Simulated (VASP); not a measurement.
ScF3: single point with LDA

ScF3:

```
Sc F
1.0
     3.95822    0.00000    0.00000
     0.00000    3.95822    0.00000
     0.00000    0.00000    3.95822
Sc F
1 3
Direct
  0.00000 0.00000 0.00000
  0.50000 0.00000 0.00000
  0.00000 0.50000 0.00000
  0.00000 0.00000 0.50000
```

This cell differs from its parent crystal: volume scaled by 0.96.

* Program: VASP 6.6.1
* Task: single point
* Functional: LDA
* Potentials or basis: VASP PAW LDA potentials, release 64 (Sc_sv, F)
* Cutoff: 520 eV
* k mesh: 6 × 6 × 6
* Occupations: fermi-dirac, width 0.02 eV
* Spin: no spin polarisation

```yaml
Pressure: 2.0 GPa
Band_gap_on_the_k_mesh: 6.39 eV, indirect (least direct gap 6.92 eV)
```

Levels at points of the mesh, in eV from the valence-band top:
```tsv
k point	band 14	band 15	band 16	band 17	band 18	band 19
(0.00, 0.00, 0.00)	-0.53	-0.53	-0.53	6.39	6.39	6.39
(0.50, 0.00, 0.00)	-0.76	-0.56	-0.56	6.44	7.39	7.39
(0.50, 0.50, 0.00)	-1.02	-1.02	-0.01	7.43	7.43	8.13
(0.50, 0.50, 0.50)	0.00	0.00	0.00	8.19	8.19	8.19
```

Run time: 18 s on 1 thread of AMD EPYC 7R13 Processor (Zen 3) (shared host), peak memory 0.13 GiB.

 A k mesh can miss the band edges.
